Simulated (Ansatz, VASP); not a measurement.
# AlB3P4: VASP beside Ansatz

File INCAR:

```
ALGO = Normal
EDIFF = 1E-6
EDIFFG = -0.01
ENCUT = 600
GGA = PE
IBRION = 2
ISIF = 3
ISMEAR = 0
LASPH = True
LCHARG = False
LREAL = False
LWAVE = False
NELM = 100
NSW = 100
PREC = Accurate
SIGMA = 0.02
```

The input KPOINTS:

```
k-points
0
Gamma
  8 8 8
```

POSCAR

```
AlB3P4
1.0
   -2.4050635034      2.4050635034      4.7807233450
    2.4050635034     -2.4050635034      4.7807233450
    2.4050635034      2.4050635034     -4.7807233450
Al B P
1 3 4
Direct
    0.5000000000      0.5000000000      0.0000000000
    0.0000000000      0.0000000000      0.0000000000
    0.7500000000      0.2500000000      0.5000000000
    0.2500000000      0.7500000000      0.5000000000
    0.3573149807      0.3573149807      0.4455054595
    0.0881904788      0.6426850193      0.0000000000
    0.9118095212      0.9118095212      0.5544945405
    0.6426850193      0.0881904788      0.0000000000
```

Input for Ansatz:

```yaml
crystal:
  lattice:
    - [-2.4050635034, 2.4050635034, 4.780723345]
    - [2.4050635034, -2.4050635034, 4.780723345]
    - [2.4050635034, 2.4050635034, -4.780723345]
  atoms:
    - { symbol: Al, position: [0.5, 0.5, 0.0] }
    - { symbol: B, position: [0.0, 0.0, 0.0] }
    - { symbol: B, position: [0.75, 0.25, 0.5] }
    - { symbol: B, position: [0.25, 0.75, 0.5] }
    - { symbol: P, position: [0.3573149807, 0.3573149807, 0.4455054595] }
    - { symbol: P, position: [0.0881904788, 0.6426850193, 0.0] }
    - { symbol: P, position: [0.9118095212, 0.9118095212, 0.5544945405] }
    - { symbol: P, position: [0.6426850193, 0.0881904788, 0.0] }
basis:
  ecutwfc: 420
kpoints:
  mp_grid: { grid: [8, 8, 8] }
hamiltonian:
  xc: pbe
scf:
  occupations: { method: gaussian, width: 0.02 }
output:
  forces: true
  stress: true
  eigenvalues: true
relax:
  adjacent_minimum: "off"
  f_tol: 0.01
  max_steps: 80
  cell: { stress_tol: 0.05 }
```

Alike in both runs: task relaxation of cell and atoms; functional PBE; k mesh 8 × 8 × 8; occupations gaussian, width 0.02 eV; no spin polarisation.

|  | VASP | Ansatz |
| --- | --- | --- |
| version | VASP 6.6.1 | Ansatz 0.2.0 |
| potentials or method | VASP PAW PBE potentials, release 64 (Al, B, P), cutoff 600 eV | scalar-relativistic, plane waves, PAW |
| valence electrons in the cell | 32 | 32 |

```csv
,VASP,Ansatz,Ansatz less VASP
"gap on the k mesh at the Fermi level, each at its own relaxed structure (eV)",0.92,0.92,+0.005
relaxed volume (Å³/atom),13.80,13.83,+0.023
relaxed length of the cell vector where the two differ most in proportion (Å),5.864,5.867,+0.0032
```
